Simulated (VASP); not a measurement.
Write the native input for VASP 6.6.1 that does the following.

| Item | Value |
| --- | --- |
| Task | single point |
| Functional | PBE |
| Potentials or basis | VASP PAW PBE potentials, release 64 (Hf_pv) |
| Cutoff | 520 eV |
| k mesh | 13 × 13 × 13 |
| Occupations | fermi-dirac, width 0.03 eV |
| Spin | no spin polarisation |
| Dipole correction | no |
| Further INCAR settings | ALGO = Normal; EDIFF = 1e-06; NBANDS = 11 |

The structure of Hf lies in POSCAR:

```
Hf
1.0
   -0.0444000000      2.1978000000      2.1978000000
    2.1978000000     -0.0444000000      2.1978000000
    2.1978000000      2.1978000000     -0.0444000000
Hf
1
Direct
    0.0000000000      0.0000000000      0.0000000000
```

This cell differs from its parent crystal: equal xy, yz and zx shear strains of -2 %.

One way to write it, as run:

INCAR

```
SYSTEM = Hf
ALGO     = Normal         ! electronic algorithm
EDIFF    = 1E-6           ! SCF threshold, eV
ENCUT    = 520            ! plane-wave cutoff, eV
GGA      = PE             ! functional
ISIF     = 2              ! what is computed and relaxed
ISMEAR   = -1             ! smearing method
LASPH    = .True.         ! aspherical terms in the spheres
LCHARG   = .True.         ! write CHGCAR
LELF     = .True.         ! ELF
LREAL    = .False.        ! projectors in reciprocal space
LVHAR    = .True.       
LWAVE    = .False.        ! write WAVECAR
NBANDS   = 11             ! bands
NELM     = 80             ! most SCF steps
PREC     = Accurate       ! precision mode
SIGMA    = 0.03           ! smearing width, eV
```

KPOINTS

```
k-points
0
Gamma
  13 13 13
  0 0 0
```

Potentials or basis: VASP PAW PBE potentials, release 64 (Hf_pv).

The run is started by

```console
$ cat potpaw_PBE.64/Hf_pv/POTCAR > POTCAR
$ mpirun -np 1 vasp_std > vasp.out
```

It gave:

| Item | Value |
| --- | --- |
| Pressure | 2.9 GPa |
| Band gap on the k mesh | zero (band 5 reaches 6.26 eV, above the bottom of band 6 at 4.32 eV) |

Caveat: the cell differs from its parent crystal (equal xy, yz and zx shear strains of -2 %); spin-orbit coupling is left out, which moves the levels of the heavy elements.

It took 18 s on 1 thread of Intel(R) Xeon(R) Platinum 8375C CPU @ 2.90GHz (Ice Lake), on a shared host, peak memory 0.18 GiB.
